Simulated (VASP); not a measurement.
# Sn (P-1) in VASP: further runs

Sn is run at these levels: PBE; tasks: single point.

Everything below comes from runs of VASP 6.6.1. Logs are shortened: lines on timing, memory, paths and dates and some standing lists are left out, and cuts for length are marked.

### 1 The cell of the first run

The typed cell holds 1 atom: a = 3.341 Å, b = 3.456 Å, c = 3.393 Å, α = 119.95°, β = 115.76°, γ = 93.08°.

### 2 Single point, PBE

INCAR reads:

```
SYSTEM = Sn
PREC = Accurate
ENCUT = 520
EDIFF = 1E-7
ISMEAR = 0
SIGMA = 0.05
LREAL = .False.
LASPH = .True.
NELM = 60
ALGO = Normal
ISIF = 2
LWAVE = .False.
LCHARG = .False.
GGA = PE
NBANDS = 13
```

KPOINTS reads:

```
Automatic mesh
0
Gamma
  7 7 8
  0 0 0
```

POSCAR reads:

```
Sn
1.0
   -1.6657680000      1.7656330000      2.2958090000
    1.7444190000     -1.7990580000      2.3792620000
    1.6823800000      1.8152120000     -2.3211890000
Sn
1
Direct
   -0.0049540000     -0.0116520000     -0.0033020000
```

Potentials or basis: VASP PAW PBE potentials, release 64 (Sn_d).

On the command line:

```sh
> cat potpaw_PBE.64/Sn_d/POTCAR > POTCAR
> mpirun -np 1 vasp_std > vasp.out
```

OUTCAR:

```text
SYSTEM = Sn
   PREC = Accurate
   ENCUT = 520
   EDIFF = 1E-7
   ISMEAR = 0
   LREAL = .False.
   LASPH = .True.
   NELM = 60
   ISIF = 2
   GGA = PE

 ion  position               nearest neighbor table
   1  0.995  0.988  0.997-

  LATTYP: Found a triclinic cell.
 ALAT       =     3.3931276786
 B/A-ratio  =     3.0569137595
 C/A-ratio  =     1.0183825843
 COS(alpha) =     0.0042799747
 COS(beta)  =     0.4992437371
 COS(gamma) =     0.8358970151

  Lattice vectors:

 A1 = (  -1.6823800000,  -1.8152120000,   2.3211890000)
 A2 = (  -8.5525900000,  -5.4283650000,   2.2304230000)
 A3 = (   1.7444190000,  -1.7990580000,   2.3792620000)

Analysis of symmetry for initial positions (statically):
=====================================================================
 Subroutine PRICEL returns:
 Original cell was already a primitive cell.

 Routine SETGRP: Setting up the symmetry group for a
 triclinic supercell.

 Subroutine GETGRP returns: Found  2 space group operations
 (whereof  1 operations were pure point group operations)
 out of a pool of  2 trial point group operations.

The static configuration has the point symmetry C_1 .
 The point group associated with its full space group is S_2 .

Analysis of symmetry for dynamics (positions and initial velocities):
=====================================================================
 Subroutine PRICEL returns:
 Original cell was already a primitive cell.

 Routine SETGRP: Setting up the symmetry group for a
 triclinic supercell.

 Subroutine GETGRP returns: Found  2 space group operations
 (whereof  1 operations were pure point group operations)
 out of a pool of  2 trial point group operations.

The dynamic configuration has the point symmetry C_1 .
 The point group associated with its full space group is S_2 .

 Subroutine INISYM returns: Found  2 space group operations
 (whereof  1 operations are pure point group operations),
 and found     1 'primitive' translations

----------------------------------------------------------------------------------------

                                     Primitive cell

  volume of cell :      28.6732

  direct lattice vectors                    reciprocal lattice vectors
    -1.665768000  1.765633000  2.295809000    -0.004984138  0.280817705  0.215992086
     1.744419000 -1.799058000  2.379262000     0.288274102  0.000144358  0.209051751
     1.682380000  1.815212000 -2.321189000     0.290556689  0.277895200 -0.002901331

  length of vectors
     3.341104890  3.455502134  3.393127679     0.354310607  0.356096354  0.402066349

  position of ions in fractional coordinates (direct lattice)
     0.995046000  0.988348000  0.996698000

  ion indices of the primitive-cell ions
   primitive index   ion index
                 1           1

----------------------------------------------------------------------------------------

 KPOINTS: Automatic mesh

Automatic generation of k-mesh.
 Grid dimensions read from file:
 generate k-points for:    7    7    8

 Generating k-lattice:

  Cartesian coordinates                     Fractional coordinates (reciprocal lattice)
    -0.000712020  0.040116815  0.030856012     0.142857143 -0.000000000  0.000000000
     0.041182015  0.000020623  0.029864536    -0.000000000  0.142857143  0.000000000
     0.036319586  0.034736900 -0.000362666    -0.000000000  0.000000000  0.125000000

  Length of vectors
     0.050615801  0.050870908  0.050258294

  Shift w.r.t. Gamma in fractional coordinates (k-lattice)
     0.000000000  0.000000000  0.000000000

 Subroutine IBZKPT returns following result:
 ===========================================

 Found    197 irreducible k-points:

 Following reciprocal coordinates:
            Coordinates               Weight
  0.000000  0.000000  0.000000      1.000000
  0.142857  0.000000 -0.000000      2.000000
  0.285714  0.000000  0.000000      2.000000
  0.428571 -0.000000 -0.000000      2.000000
  0.000000  0.142857  0.000000      2.000000
  0.142857  0.142857  0.000000      2.000000
[... 16 lines left out ...]
 -0.428571  0.428571 -0.000000      2.000000
 -0.285714  0.428571 -0.000000      2.000000
 [... further k-points ...]
   k-points           NKPTS =    197   k-points in BZ     NKDIM =    197   number of bands    NBANDS=     13
   number of dos      NEDOS =    301   number of ions     NIONS =      1
   total plane-waves  NPLWV =  21952
   dimension x,y,z NGX =    28 NGY =   28 NGZ =   28
   dimension x,y,z NGXF=    56 NGYF=   56 NGZF=   56
   ions per type =               1
   NGX,Y,Z   is equivalent  to a cutoff of  13.93, 13.47, 13.72 a.u.
   NGXF,Y,Z  is equivalent  to a cutoff of  27.86, 26.94, 27.44 a.u.
 SYSTEM =  Sn
   PREC   = accura    normal or accurate (medium, high low for compatibility)
   ISTART =      0    job   : 0-new  1-cont  2-samecut
   ICHARG =      2    charge: 1-file 2-atom 10-const
   ISPIN  =      1    spin polarized calculation?
   LNONCOLLINEAR =      F non collinear calculations
   LSORBIT =      F    spin-orbit coupling
   LASPH  =      T    aspherical Exc in radial PAW
   ENCUT  =  520.0 eV  38.22 Ry    6.18 a.u.   6.21  6.42  6.31*2*pi/ulx,y,z
   NELM   =     60;   NELMIN=  2; NELMDL= -5     # of ELM steps
   EDIFF  = 0.1E-06   stopping-criterion for ELM
   LREAL  =      F    real-space projection
   EDIFFG = 0.1E-05   stopping-criterion for IOM
   NSW    =      0    number of steps for IOM
   IBRION =     -1    ionic relax: 0-MD 1-quasi-New 2-CG
   NFREE  =      0    steps in history (QN), initial steepest desc. (CG)
   ISIF   =      2    stress and relaxation
   ISYM   =      2    0-nonsym 1-usesym 2-fastsym
   POTIM  = 0.5000    time-step for ionic-motion
   TEBEG  =    0.0;   TEEND  =   0.0 temperature during run
   PSTRESS=    0.0 pullay stress
   NELECT =      14.0000    total number of electrons
   NUPDOWN=      -1.0000    fix difference up-down
   EMIN   =  10.00;   EMAX   =-10.00  energy-range for DOS
   EFERMI =   0.00;   METHOD = LEGACY
   ISMEAR =     0;   SIGMA  =   0.05  broadening in eV -4-tet -1-fermi 0-gaus
   EFERMI_NEDOS =   21; number of points for ismear=-14 and -15
   IALGO  =     38    algorithm
   IMIX   =      4    mixing-type and parameters
     AMIX     =   0.40;   BMIX     =  1.00
     AMIX_MAG =   1.60;   BMIX_MAG =  1.00
  volume/ion in A,a.u.               =      28.67       193.50
  Fermi-wavevector in a.u.,A,eV,Ry     =   1.289116  2.436076 22.610435  1.661820
  Thomas-Fermi vector in A             =   2.421028
   LORBIT       =      0    0 simple, 1 ext, 2 COOP (PROOUT), +10 PAW based schemes
   GGA     = PE    functional components
   LHFCALC =     F    Hartree Fock is set to
   AEXX    =    0.0000 exact exchange contribution
   IVDW    =     0    specifies the selected vdW correction
   LEPSILON=     F    determine dielectric tensor
   LRPA    =     F    only Hartree local field effects (RPA)
 non-spin polarized calculation
 Gauss-broadening in eV      SIGMA  =   0.05
  energy-cutoff  :      520.00
  volume of cell :       28.67
 maximum number of plane-waves:       787
 NGX is ok and might be reduce to    28
   NGX = 13   NGY = 13   NGZ = 13

 number of electron      14.0000001 magnetization

 Free energy of the ion-electron system (eV)
  ---------------------------------------------------
  ext. energy  EPLUGINS =         0.00000000
  ---------------------------------------------------
  free energy    TOTEN  =        -3.78049889 eV

  energy without entropy =       -3.77981050  energy(sigma->0) =       -3.78015470

 E-fermi :   7.5271     XC(G=0): -10.1120

 val. band max:        7.5223030170   @ k =  -0.2857   0.2857   0.5000
 cond. band min:       7.5321041137   @ k =   0.1429  -0.4286   0.1250
 fundamental gap:      0.0098010966
 Fermi energy:         7.5270633469

 k-point     1 :       0.0000    0.0000    0.0000
  band No.  band energies     occupation
      1     -14.0527      2.00000
      2     -14.0312      2.00000
      3     -14.0026      2.00000
      4     -13.9755      2.00000
      5     -13.9473      2.00000
      6      -3.2524      2.00000
      7      14.2696      0.00000
      8      14.6206      0.00000
      9      15.3299      0.00000
     10      18.2740      0.00000
     11      18.3697      0.00000
     12      18.9454      0.00000
     13      19.4871      0.00000

 k-point     2 :       0.1429    0.0000   -0.0000
  band No.  band energies     occupation
      1     -14.0401      2.00000
      2     -14.0206      2.00000
      3     -14.0021      2.00000
      4     -13.9703      2.00000
      5     -13.9487      2.00000
      6      -2.8565      2.00000
      7      11.5029      0.00000
      8      14.0318      0.00000
      9      14.5689      0.00000
     10      17.3834      0.00000
     11      19.2116      0.00000
     12      19.9214      0.00000
     13      20.6289      0.00000

 k-point     3 :       0.2857    0.0000    0.0000
  band No.  band energies     occupation
      1     -14.0261      2.00000
      2     -14.0200      2.00000
      3     -14.0048      2.00000
      4     -13.9405      2.00000
      5     -13.9291      2.00000
      6      -1.6768      2.00000
      7       7.3043      2.00000
      8      13.4381      0.00000
      9      13.7686      0.00000
     10      17.0038      0.00000
     11      18.6430      0.00000
     12      18.7888      0.00000
     13      20.1447      0.00000
[... 305 lines left out ...]
 k-point    23 :      -0.4286    0.4286   -0.0000
  band No.  band energies     occupation
      1     -14.0982      2.00000
      2     -14.0463      2.00000
      3     -13.9130      2.00000
      4     -13.8938      2.00000
      5     -13.8767      2.00000
      6       1.3346      2.00000
      7       5.2321      2.00000
      8       9.5944      0.00000
      9      10.1418      0.00000
     10      13.0654      0.00000
     11      13.5627      0.00000
     12      25.7764      0.00000
     13      27.2690      0.00000

 k-point    24 :      -0.2857    0.4286   -0.0000
  band No.  band energies     occupation
      1     -14.0741      2.00000
      2     -14.0235      2.00000
      3     -13.9377      2.00000
      4     -13.9212      2.00000
      5     -13.8950      2.00000
      6       0.2323      2.00000
      7       6.7561      2.00000
      8       8.7562      0.00000
      9      10.6666      0.00000
     10      14.1284      0.00000
     11      16.0457      0.00000
     12      22.2673      0.00000
     13      25.6285      0.00000

 [... further k-points ...]
[... 5 lines left out ...]
  --------------------------------------------------------------------------------------
  -------------------------------------------------------------------------------------
  Total        0.0817474     -0.1590013     -0.3395146      0.1863425      0.1201992      0.1204402
  in kB        4.5678083     -8.8845362    -18.9711009     10.4122809      6.7163850      6.7298508
  external PRESSURE =      -7.7626096 kB  Pullay stress =       0.0000000 kB

 VOLUME and BASIS-vectors are now :
 -----------------------------------------------------------------------------
  energy-cutoff  :      520.00
  volume of cell :       28.67
      direct lattice vectors                 reciprocal lattice vectors
    -1.665768000  1.765633000  2.295809000    -0.004984138  0.280817705  0.215992086
     1.744419000 -1.799058000  2.379262000     0.288274102  0.000144358  0.209051751
     1.682380000  1.815212000 -2.321189000     0.290556689  0.277895200 -0.002901331

 POSITION                                       TOTAL-FORCE (eV/Angst)
 -----------------------------------------------------------------------------------
      1.74340      1.78801      2.32245         0.000000     -0.000000      0.000000
 -----------------------------------------------------------------------------------
    total drift:                               -0.000004      0.000025      0.000024

  FREE ENERGIE OF THE ION-ELECTRON SYSTEM (eV)
  ---------------------------------------------------
  free  energy   TOTEN  =        -3.7804988862 eV

  energy  without entropy=       -3.7798105039  energy(sigma->0) =       -3.78015470
```

Run time: 26 s. Hardware: 1 thread of Intel Xeon 6975P-C (Granite Rapids), shared host; peak memory 0.2 GiB.

Results:

```
Free energy            : -3.7805 eV
Pressure               : -0.8 GPa
Band gap on the k mesh : zero (band 7 reaches 14.27 eV, above the bottom of band 8 at 5.77 eV)
```

Levels at points of the mesh, in eV from the Fermi level:
```csv
k point,band 5,band 6,band 7,band 8,band 9,band 10
"(0.00, 0.00, 0.00)",-21.47,-10.78,6.74,7.09,7.80,10.75
"(0.00, 0.00, 0.50)",-21.40,-5.29,-3.62,1.86,2.77,5.33
```

Caveat: spin-orbit coupling is left out, which moves the levels of the heavy elements.

### 3 Single point, PBE

INCAR reads:

```
ALGO     = Normal         # electronic algorithm
EDIFF    = 1E-6           # SCF threshold, eV
ENCUT    = 520            # plane-wave cutoff, eV
GGA      = PE             # functional
ISIF     = 2              # what is computed and relaxed
ISMEAR   = 0              # smearing method
LASPH    = True           # aspherical terms in the spheres
LCHARG   = False          # write CHGCAR
LREAL    = False          # projectors in reciprocal space
LWAVE    = False          # write WAVECAR
NBANDS   = 13             # bands
NELM     = 80             # most SCF steps
PREC     = Accurate       # precision mode
SIGMA    = 0.05           # smearing width, eV
```

KPOINTS reads:

```
k-points
0
Gamma
  7 7 8
```

POSCAR is that of step 2.

Potentials or basis: VASP PAW PBE potentials, release 64 (Sn_d).

On the command line:

```sh
> cat potpaw_PBE.64/Sn_d/POTCAR > POTCAR
> mpirun -np 1 vasp_std > vasp.out
```

OUTCAR:

```text
EDIFF = 1E-6
   ENCUT = 520
   GGA = PE
   ISIF = 2
   ISMEAR = 0
   LASPH = True
   LREAL = False
   NELM = 80
   PREC = Accurate

 ion  position               nearest neighbor table
   1  0.995  0.988  0.997-

  LATTYP: Found a triclinic cell.
 ALAT       =     3.3931276786
 B/A-ratio  =     3.0569137595
 C/A-ratio  =     1.0183825843
 COS(alpha) =     0.0042799747
 COS(beta)  =     0.4992437371
 COS(gamma) =     0.8358970151

  Lattice vectors:

 A1 = (  -1.6823800000,  -1.8152120000,   2.3211890000)
[... 558 lines left out ...]
      4     -13.9216      2.00000
      5     -13.8954      2.00000
      6       0.2323      2.00000
      7       6.7561      2.00000
      8       8.7561      0.00000
      9      10.6665      0.00000
     10      14.1284      0.00000
     11      16.0456      0.00000
     12      22.2673      0.00000
     13      25.6284      0.00000

 [... further k-points ...]
[... 5 lines left out ...]
  --------------------------------------------------------------------------------------
  -------------------------------------------------------------------------------------
  Total        0.0876349     -0.1527850     -0.3334270      0.1863486      0.1200608      0.1206212
  in kB        4.8967857     -8.5371892    -18.6309439     10.4126213      6.7086506      6.7399647
  external PRESSURE =      -7.4237825 kB  Pullay stress =       0.0000000 kB

 VOLUME and BASIS-vectors are now :
 -----------------------------------------------------------------------------
  energy-cutoff  :      520.00
  volume of cell :       28.67
      direct lattice vectors                 reciprocal lattice vectors
    -1.665768000  1.765633000  2.295809000    -0.004984138  0.280817705  0.215992086
     1.744419000 -1.799058000  2.379262000     0.288274102  0.000144358  0.209051751
     1.682380000  1.815212000 -2.321189000     0.290556689  0.277895200 -0.002901331

 POSITION                                       TOTAL-FORCE (eV/Angst)
 -----------------------------------------------------------------------------------
      1.74340      1.78801      2.32245        -0.000000      0.000000      0.000000
 -----------------------------------------------------------------------------------
    total drift:                               -0.000004      0.000025      0.000024

  FREE ENERGIE OF THE ION-ELECTRON SYSTEM (eV)
  ---------------------------------------------------
  free  energy   TOTEN  =        -3.7804988002 eV

  energy  without entropy=       -3.7798104624  energy(sigma->0) =       -3.78015463
```

OSZICAR:

```text
N       E                     dE             d eps       ncg     rms          rms(c)
DAV:   1     0.807914444198E+02    0.80791E+02   -0.71769E+03  5228   0.158E+03
DAV:   2     0.192152059135E+01   -0.78870E+02   -0.76367E+02  5362   0.335E+02
DAV:   3    -0.366782612072E+01   -0.55893E+01   -0.55671E+01  6100   0.734E+01
DAV:   4    -0.378671076539E+01   -0.11888E+00   -0.11885E+00  6215   0.115E+01
DAV:   5    -0.379097670815E+01   -0.42659E-02   -0.42659E-02  6901   0.209E+00    0.119E+00
DAV:   6    -0.378311109227E+01    0.78656E-02   -0.88384E-03  6651   0.156E+00    0.658E-01
DAV:   7    -0.378058903082E+01    0.25221E-02   -0.58428E-03  6617   0.122E+00    0.864E-02
DAV:   8    -0.378049837524E+01    0.90656E-04   -0.62630E-04  6307   0.418E-01    0.211E-02
DAV:   9    -0.378049800228E+01    0.37296E-06   -0.11524E-05  7000   0.445E-02    0.132E-02
DAV:  10    -0.378049880024E+01   -0.79796E-06   -0.21064E-06  6302   0.172E-02
   1 F= -.37804988E+01 E0= -.37801546E+01  d E =-.688338E-03
```

Wall time 24 s (1 thread of Intel Xeon 6975P-C (Granite Rapids), shared host); peak memory 0.2 GiB.

What came out:

```
Free energy            : -3.7805 eV
Pressure               : -0.7 GPa
Band gap on the k mesh : zero (band 7 reaches 14.27 eV, above the bottom of band 8 at 5.77 eV)
```

Caveat: spin-orbit coupling is left out, which moves the levels of the heavy elements.
